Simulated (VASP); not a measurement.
Write the native input for VASP 6.6.1 that does the following.

| Property | Result |
| --- | --- |
| Task | relaxation of cell and atoms |
| Functional | PBE |
| Potentials or basis | VASP PAW PBE potentials, release 64 (As, Pt) |
| Cutoff | 600 eV |
| k mesh | 6 × 6 × 6 |
| Occupations | gaussian, width 0.1 eV |
| Spin | no spin polarisation |
| Dipole correction | no |
| Further INCAR settings | ALGO = Fast; EDIFF = 1e-06; IBRION = 2; EDIFFG = -0.04; NSW = 90; ISIF = 3 |

The structure of AsPt4 lies in POSCAR:

```
AsPt4
1.0
   -2.1437507000      2.1437507000      4.1975165200
    2.1437507000     -2.1437507000      4.1975165200
    2.1437507000      2.1437507000     -4.1975165200
As Pt
1 4
Direct
    0.0000000000      0.0000000000      0.0000000000
    0.2370000000      0.2370000000      0.0000000000
    0.7630000000      0.7630000000      0.0000000000
    0.5000000000      0.0000000000      0.5000000000
    0.0000000000      0.5000000000      0.5000000000
```

The cell was generated, and may not be a known phase.

The input as run:

INCAR

```
SYSTEM = AsPt4
ALGO = Fast
EDIFF = 1E-6
EDIFFG = -0.04
ENCUT = 600
GGA = PE
IBRION = 2
ISIF = 3
ISMEAR = 0
LASPH = .True.
LCHARG = .False.
LREAL = .False.
LWAVE = .False.
NELM = 60
NSW = 90
PREC = Accurate
SIGMA = 0.1
```

KPOINTS

```
k-points
0
Gamma
  6 6 6
  0 0 0
```

Potentials or basis: VASP PAW PBE potentials, release 64 (As, Pt).

Command:

```bash
$ cat potpaw_PBE.64/As/POTCAR potpaw_PBE.64/Pt/POTCAR > POTCAR
$ mpirun -np 1 vasp_std > vasp.out
```

Results of the run:

| Item | Value |
| --- | --- |
| Relaxed volume | 17.68 Å³/atom |
| Relaxed cell | a = 5.102 Å, b = 5.102 Å, c = 5.102 Å, α = 123.52°, β = 123.52°, γ = 84.00° |
| Space group after relaxing (to 0.1 Å) | I4/mmm (No. 139) |
| Pressure after relaxing | 0.0 GPa |
| Largest force after relaxing | 0.024 eV/Å |
| Band gap on the k mesh | zero (an odd number of electrons rules out a gap without spin polarisation) |

Caveat: spin-orbit coupling is left out, which moves the levels of the heavy elements.

Run time: 26 min on 1 thread of AMD EPYC 9R45 96-Core Processor (Zen 5), on a shared host, peak memory 0.28 GiB.
